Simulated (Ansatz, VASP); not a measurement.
## Rb: VASP beside Ansatz

```
CELL_PARAMETERS angstrom
4.58120 0.00000 0.00000
0.00000 4.58120 0.00000
0.00000 0.00000 4.58120
ATOMIC_POSITIONS crystal
Rb 0.00000 0.00000 0.00000
```

Alike in both runs: task single point; functional RPBE; k mesh 8 × 8 × 8; occupations fermi-dirac, width 0.1 eV; no spin polarisation.

```csv
,VASP,Ansatz
version,VASP 6.6.1,Ansatz 0.2.0
potentials or method,"VASP PAW PBE potentials, release 64 (Rb_sv), cutoff 520 eV","plane waves (420 eV) with PAW, scalar-relativistic"
valence electrons in the cell,9,9
```

|  | VASP | Ansatz | Ansatz less VASP |
| --- | --- | --- | --- |
| pressure (GPa) | 0.3 | 0.3 | 0.00 |

VASP's potentials were made for PBE, not for RPBE.
